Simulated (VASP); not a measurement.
# PtSe2 (P-3m1) in VASP: single point with r2SCAN

Aim: the single point of PtSe2 with r2SCAN.

Program: VASP 6.6.1. These are calculated values, not measurements. Logs are shortened: lines on timing, memory, paths and dates and some standing lists are left out, and cuts for length are marked.

## 1. The cell of the first run

Symmetry: P-3m1, No. 164, trigonal system. Conventional cell: a = 3.724 Å, b = 3.724 Å, c = 5.062 Å, α = 90.00°, β = 90.00°, γ = 120.00°. Within 3.3 Å of Pt (site symmetry -3m) lie 6 Se at 2.49 Å. Se (site symmetry 3m) has 3 Pt at 2.49 Å and 6 Se at 3.32 Å within 3.4 Å.

## 2. Single point, r2SCAN

Contents of POSCAR:

```
PtSe2
1.0
    3.7240006046      0.0000000000      0.0000000000
   -1.8620003023      3.2250791273      0.0000000000
    0.0000000000      0.0000000000      5.0620000000
Pt Se
1 2
Direct
    0.0000000000      0.0000000000      0.0000000000
    0.3333333333      0.6666666667      0.2500000000
    0.6666666667      0.3333333333      0.7500000000
```

Contents of INCAR.step1:

```
PREC     = Accurate       # precision mode
ENCUT    = 520            # plane-wave cutoff, eV
ISMEAR   = 0              # smearing method
SIGMA    = 0.15           # smearing width, eV
LREAL    = False          # projectors in reciprocal space
LASPH    = True           # aspherical terms in the spheres
NELM     = 80             # most SCF steps
NBANDS   = 18             # bands
GGA      = PE             # functional
ALGO     = Normal         # electronic algorithm
EDIFF    = 1E-4           # SCF threshold, eV
LWAVE    = True           # write WAVECAR
LCHARG   = False          # write CHGCAR
```

Contents of INCAR.step2:

```
PREC     = Accurate       # precision mode
ENCUT    = 520            # plane-wave cutoff, eV
EDIFF    = 1E-6           # SCF threshold, eV
ISMEAR   = 0              # smearing method
SIGMA    = 0.15           # smearing width, eV
LREAL    = False          # projectors in reciprocal space
LASPH    = True           # aspherical terms in the spheres
NELM     = 80             # most SCF steps
ALGO     = Normal         # electronic algorithm
ISIF     = 2              # what is computed and relaxed
LWAVE    = False          # write WAVECAR
LCHARG   = False          # write CHGCAR
METAGGA  = R2SCAN         # meta-GGA
LMIXTAU  = True         
NBANDS   = 18             # bands
ISTART   = 1
```

Contents of KPOINTS:

```
regular mesh
0
Gamma
  18 18 10
```

Potentials or basis: VASP PAW PBE potentials, release 64 (Pt, Se).

On the command line:

```bash
> cat potpaw_PBE.64/Pt/POTCAR potpaw_PBE.64/Se/POTCAR > POTCAR
> cp INCAR.step1 INCAR
> mpirun -np 1 vasp_std > vasp.out
> cp INCAR.step2 INCAR
> mpirun -np 1 vasp_std > vasp.out
```

OUTCAR:

```text
PREC = Accurate
   ENCUT = 520
   EDIFF = 1E-6
   ISMEAR = 0
   LREAL = False
   LASPH = True
   NELM = 80
   ISIF = 2
   METAGGA = R2SCAN
   ISTART = 1

 ion  position               nearest neighbor table
   1  0.000  0.000  0.000-   2 2.49   3 2.49   3 2.49   2 2.49   3 2.49   2 2.49
   2  0.333  0.667  0.250-   1 2.49   1 2.49   1 2.49
   3  0.667  0.333  0.750-   1 2.49   1 2.49   1 2.49

  LATTYP: Found a hexagonal cell.
 ALAT       =     3.7240006046
 C/A-ratio  =     1.3592908642

  Lattice vectors:

 A1 = (   3.7240006046,   0.0000000000,   0.0000000000)
 A2 = (  -1.8620003023,   3.2250791273,   0.0000000000)
 A3 = (   0.0000000000,   0.0000000000,   5.0620000000)

Analysis of symmetry for initial positions (statically):
=====================================================================
 Subroutine PRICEL returns:
 Original cell was already a primitive cell.

 Routine SETGRP: Setting up the symmetry group for a
 hexagonal supercell.

 Subroutine GETGRP returns: Found 12 space group operations
 (whereof 12 operations were pure point group operations)
 out of a pool of 24 trial point group operations.

The static configuration has the point symmetry D_3d.

Analysis of symmetry for dynamics (positions and initial velocities):
=====================================================================
 Subroutine PRICEL returns:
 Original cell was already a primitive cell.

 Routine SETGRP: Setting up the symmetry group for a
 hexagonal supercell.

 Subroutine GETGRP returns: Found 12 space group operations
 (whereof 12 operations were pure point group operations)
 out of a pool of 24 trial point group operations.

The dynamic configuration has the point symmetry D_3d.

 Subroutine INISYM returns: Found 12 space group operations
 (whereof 12 operations are pure point group operations),
 and found     1 'primitive' translations

----------------------------------------------------------------------------------------

                                     Primitive cell

  volume of cell :      60.7956

  direct lattice vectors                    reciprocal lattice vectors
     3.724000605  0.000000000  0.000000000     0.268528420  0.155034956  0.000000000
    -1.862000302  3.225079127  0.000000000     0.000000000  0.310069912  0.000000000
     0.000000000  0.000000000  5.062000000     0.000000000  0.000000000  0.197550375

  length of vectors
     3.724000605  3.724000605  5.062000000     0.310069912  0.310069912  0.197550375

  position of ions in fractional coordinates (direct lattice)
     0.000000000  0.000000000  0.000000000
     0.333333333  0.666666667  0.250000000
     0.666666667  0.333333333  0.750000000

  ion indices of the primitive-cell ions
   primitive index   ion index
                 1           1
                 2           2
                 3           3

----------------------------------------------------------------------------------------

 KPOINTS: regular mesh

Automatic generation of k-mesh.
 Grid dimensions read from file:
 generate k-points for:   18   18   10

 Generating k-lattice:

  Cartesian coordinates                     Fractional coordinates (reciprocal lattice)
     0.014918246  0.008613053  0.000000000     0.055555556 -0.000000000  0.000000000
     0.000000000  0.017226106  0.000000000     0.000000000  0.055555556  0.000000000
     0.000000000  0.000000000  0.019755038     0.000000000  0.000000000  0.100000000

  Length of vectors
     0.017226106  0.017226106  0.019755038

  Shift w.r.t. Gamma in fractional coordinates (k-lattice)
     0.000000000  0.000000000  0.000000000

 Subroutine IBZKPT returns following result:
 ===========================================

 Found    330 irreducible k-points:

 Following reciprocal coordinates:
            Coordinates               Weight
  0.000000  0.000000  0.000000      1.000000
  0.055556  0.000000  0.000000      6.000000
  0.111111  0.000000  0.000000      6.000000
  0.166667  0.000000  0.000000      6.000000
  0.222222  0.000000  0.000000      6.000000
  0.277778 -0.000000  0.000000      6.000000
[... 16 lines left out ...]
  0.333333  0.111111  0.000000     12.000000
  0.388889  0.111111  0.000000     12.000000
 [... further k-points ...]
   k-points           NKPTS =    330   k-points in BZ     NKDIM =    330   number of bands    NBANDS=     18
   number of dos      NEDOS =    301   number of ions     NIONS =      3
   total plane-waves  NPLWV =  31360
   dimension x,y,z NGX =    28 NGY =   28 NGZ =   40
   dimension x,y,z NGXF=    56 NGYF=   56 NGZF=   80
   ions per type =               1   2
   NGX,Y,Z   is equivalent  to a cutoff of  12.50, 12.50, 13.14 a.u.
   NGXF,Y,Z  is equivalent  to a cutoff of  25.00, 25.00, 26.27 a.u.
 SYSTEM =  unknown system
   PREC   = accura    normal or accurate (medium, high low for compatibility)
   ISTART =      1    job   : 0-new  1-cont  2-samecut
   ICHARG =      0    charge: 1-file 2-atom 10-const
   ISPIN  =      1    spin polarized calculation?
   LNONCOLLINEAR =      F non collinear calculations
   LSORBIT =      F    spin-orbit coupling
   LASPH  =      T    aspherical Exc in radial PAW
   ENCUT  =  520.0 eV  38.22 Ry    6.18 a.u.   6.92  6.92  9.41*2*pi/ulx,y,z
   NELM   =     80;   NELMIN=  2; NELMDL=  0     # of ELM steps
   EDIFF  = 0.1E-05   stopping-criterion for ELM
   LREAL  =      F    real-space projection
   EDIFFG = 0.1E-04   stopping-criterion for IOM
   NSW    =      0    number of steps for IOM
   IBRION =     -1    ionic relax: 0-MD 1-quasi-New 2-CG
   NFREE  =      0    steps in history (QN), initial steepest desc. (CG)
   ISIF   =      2    stress and relaxation
   ISYM   =      2    0-nonsym 1-usesym 2-fastsym
   POTIM  = 0.5000    time-step for ionic-motion
   TEBEG  =    0.0;   TEEND  =   0.0 temperature during run
   PSTRESS=    0.0 pullay stress
   NELECT =      22.0000    total number of electrons
   NUPDOWN=      -1.0000    fix difference up-down
   EMIN   =  10.00;   EMAX   =-10.00  energy-range for DOS
   EFERMI =   0.00;   METHOD = LEGACY
   ISMEAR =     0;   SIGMA  =   0.15  broadening in eV -4-tet -1-fermi 0-gaus
   EFERMI_NEDOS =   21; number of points for ismear=-14 and -15
   IALGO  =     38    algorithm
   IMIX   =      4    mixing-type and parameters
     AMIX     =   0.40;   BMIX     =  1.00
     AMIX_MAG =   1.60;   BMIX_MAG =  1.00
  volume/ion in A,a.u.               =      20.27       136.76
  Fermi-wavevector in a.u.,A,eV,Ry     =   1.166608  2.204570 18.517180  1.360974
  Thomas-Fermi vector in A             =   2.303119
   LORBIT       =      0    0 simple, 1 ext, 2 COOP (PROOUT), +10 PAW based schemes
   METAGGA = R2SCAN    functional components
   LHFCALC =     F    Hartree Fock is set to
   AEXX    =    0.0000 exact exchange contribution
   IVDW    =     0    specifies the selected vdW correction
   LEPSILON=     F    determine dielectric tensor
   LRPA    =     F    only Hartree local field effects (RPA)
 non-spin polarized calculation
 Gauss-broadening in eV      SIGMA  =   0.15
  energy-cutoff  :      520.00
  volume of cell :       60.80
 maximum number of plane-waves:      1654
   NGX = 13   NGY = 13   NGZ = 19

 number of electron      21.9999999 magnetization

 Free energy of the ion-electron system (eV)
  ---------------------------------------------------
  ext. energy  EPLUGINS =         0.00000000
  ---------------------------------------------------
  free energy    TOTEN  =       -81.42650644 eV

  energy without entropy =      -81.42168514  energy(sigma->0) =      -81.42409579

 E-fermi :   6.3996     XC(G=0): -11.2678

 val. band max:        6.3906220656   @ k =  -0.0556   0.3333   0.3000
 cond. band min:       6.4291849150   @ k =   0.0556   0.0000   0.1000
 fundamental gap:      0.0385628494
 Fermi energy:         6.3996105195

 k-point     1 :       0.0000    0.0000    0.0000
  band No.  band energies     occupation
      1     -10.0110      2.00000
      2      -7.0600      2.00000
      3      -1.1497      2.00000
      4      -0.4518      2.00000
      5      -0.4518      2.00000
      6       2.0694      2.00000
[... 10 lines left out ...]
     17      14.0454      0.00000
     18      18.8671      0.00000

 k-point     2 :       0.0556    0.0000    0.0000
  band No.  band energies     occupation
      1      -9.9744      2.00000
      2      -7.0774      2.00000
      3      -1.1067      2.00000
      4      -0.4277      2.00000
      5      -0.4246      2.00000
      6       2.0264      2.00000
[... 10 lines left out ...]
     17      14.1672      0.00000
     18      18.1062      0.00000

 k-point     3 :       0.1111    0.0000    0.0000
  band No.  band energies     occupation
      1      -9.8663      2.00000
      2      -7.1278      2.00000
      3      -0.9806      2.00000
      4      -0.3576      2.00000
      5      -0.3435      2.00000
      6       1.8822      2.00000
[... 10 lines left out ...]
     17      14.5031      0.00000
     18      16.9414      0.00000

 k-point     4 :       0.1667    0.0000    0.0000
  band No.  band energies     occupation
      1      -9.6915      2.00000
      2      -7.2060      2.00000
      3      -0.7820      2.00000
      4      -0.2491      2.00000
      5      -0.2093      2.00000
      6       1.5910      2.00000
[... 375 lines left out ...]
      4       0.0019      2.00000
      5       0.5464      2.00000
      6       0.6390      2.00000
[... 10 lines left out ...]
     17      15.0570      0.00000
     18      15.7500      0.00000

 k-point    23 :       0.3333    0.1111    0.0000
  band No.  band energies     occupation
      1      -8.5126      2.00000
      2      -7.6874      2.00000
      3      -0.8021      2.00000
      4       0.0814      2.00000
      5       0.6747      2.00000
      6       0.9942      2.00000
[... 10 lines left out ...]
     17      15.5357      0.00000
     18      16.0107      0.00000

 k-point    24 :       0.3889    0.1111    0.0000
  band No.  band energies     occupation
      1      -8.2478      2.00000
      2      -7.8320      2.00000
      3      -1.1094      2.00000
      4       0.1205      2.00000
      5       0.7675      2.00000
      6       1.3828      2.00000
[... 10 lines left out ...]
     17      15.5026      0.00000
     18      16.8587      0.00000

 [... further k-points ...]

------------------------ aborting loop because EDIFF is reached ----------------------------------------

  FORCE on cell =-STRESS in cart. coord.  units (eV):
  Direction    XX          YY          ZZ          XY          YZ          ZX
  --------------------------------------------------------------------------------------
  -------------------------------------------------------------------------------------
  Total        1.9068856      1.9068856      1.8815775     -0.0000000      0.0000000      0.0000000
  in kB       50.2531111     50.2531111     49.5861549     -0.0000000      0.0000000      0.0000000
  external PRESSURE =      50.0307923 kB  Pullay stress =       0.0000000 kB

 VOLUME and BASIS-vectors are now :
 -----------------------------------------------------------------------------
  energy-cutoff  :      520.00
  volume of cell :       60.80
      direct lattice vectors                 reciprocal lattice vectors
     3.724000605  0.000000000  0.000000000     0.268528420  0.155034956  0.000000000
    -1.862000302  3.225079127  0.000000000     0.000000000  0.310069912  0.000000000
     0.000000000  0.000000000  5.062000000     0.000000000  0.000000000  0.197550375

 POSITION                                       TOTAL-FORCE (eV/Angst)
 -----------------------------------------------------------------------------------
      0.00000      0.00000      0.00000        -0.000000      0.000000      0.000000
     -0.00000      2.15005      1.26550        -0.000000      0.000000      0.379813
      1.86200      1.07503      3.79650         0.000000     -0.000000     -0.379813
 -----------------------------------------------------------------------------------
    total drift:                               -0.000000     -0.000000     -0.000000

  FREE ENERGIE OF THE ION-ELECTRON SYSTEM (eV)
  ---------------------------------------------------
  free  energy   TOTEN  =       -81.4265064354 eV

  energy  without entropy=      -81.4216851409  energy(sigma->0) =      -81.42409579
```

Wall time 16 min (1 thread of Intel Xeon 6975P-C (Granite Rapids), shared host); peak memory 0.47 GiB.

Results:

```yaml
Free_energy: -81.4265 eV
Pressure: 5.0 GPa
Largest_force: 0.380 eV/Å
Band_gap_on_the_k_mesh: zero (bands 11 and 12 overlap by 0.39 eV)
```

Forces in eV/Å, atoms in the order of the input:
```
Pt   0.000  0.000  0.000
Se   0.000  0.000  0.380
Se   0.000  0.000 -0.380
```

Caveat: the cell stands under pressure; the PAW data sets were made with another functional, which shifts forces and pressure a little; spin-orbit coupling is left out, which moves the levels of the heavy elements.

The gap in the log of VASP goes by the Fermi energy; the results here count the filled bands.